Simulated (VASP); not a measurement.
Runs of VASP 6.6.1 on Si. The structure is that of space group Pm-3m (No. 221), or close to it. The cells are those of the table. 

```tsv
task	cell	k mesh for the DOS	occupations for the DOS	gap on the mesh (eV)	pressure (GPa)
single point	a = 2.432 Å, 1 atom	-	-	none	10.9
single point	a = 2.011 Å, 1 atom	-	-	none	258.5
single point	a = 1.916 Å, 1 atom	-	-	none	(b)
single point	a = 2.199 Å, 1 atom	-	-	none	92.7
single point	a = 2.282 Å, 1 atom	-	-	none	(a)
```

Alike in all rows: level LDA; potentials or basis VASP PAW LDA potentials, release 64 (Si); no spin polarisation; k mesh 16 × 16 × 16; cutoff (eV) 520; smearing fermi-dirac 0.1 eV.

Question: Estimate the missing entries.

Answer: (a) 53.2; (b) 413.6.

A gap of «none» marks levels without a gap at the run's occupations.
